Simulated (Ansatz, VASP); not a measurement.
Two plane-wave programs on CoSi

```
Co Si
1.0
     4.44500    0.00000    0.00000
     0.00000    4.44500    0.00000
     0.00000    0.00000    4.44500
Co Si
4 4
Direct
  0.14400 0.14400 0.14400
  0.64400 0.35600 0.85600
  0.85600 0.64400 0.35600
  0.35600 0.85600 0.64400
  0.84300 0.84300 0.84300
  0.34300 0.65700 0.15700
  0.15700 0.34300 0.65700
  0.65700 0.15700 0.34300
```

Alike in both runs: functional r2SCAN; k mesh 8 × 8 × 8; occupations fermi-dirac, width 0.05 eV; no spin polarisation.

Ansatz relaxed the structure, and its values are those at the end. VASP's run is a single point on that final structure, the one shown.

```csv
,VASP,Ansatz
version,VASP 6.6.1,Ansatz 0.2.0
potentials or method,"VASP PAW PBE potentials, release 64 (Co, Si)","scalar-relativistic, plane waves, PAW"
plane-wave cutoff (eV),520,500
valence electrons in the cell,52,84
```

```csv
,VASP,Ansatz,Ansatz less VASP
gap on the k mesh at the Fermi level (eV),none,none,-
pressure (GPa),-9.2,-9.3,-0.09
```

VASP's potentials were made for PBE, not for r2SCAN. A gap of «none» marks a metal or a gap that the smearing closes. VASP's potentials hold 52 valence electrons a cell and Ansatz's 84, so a difference there can come from the potentials and not from the codes. Ansatz's warnings: stress scf threshold loose.
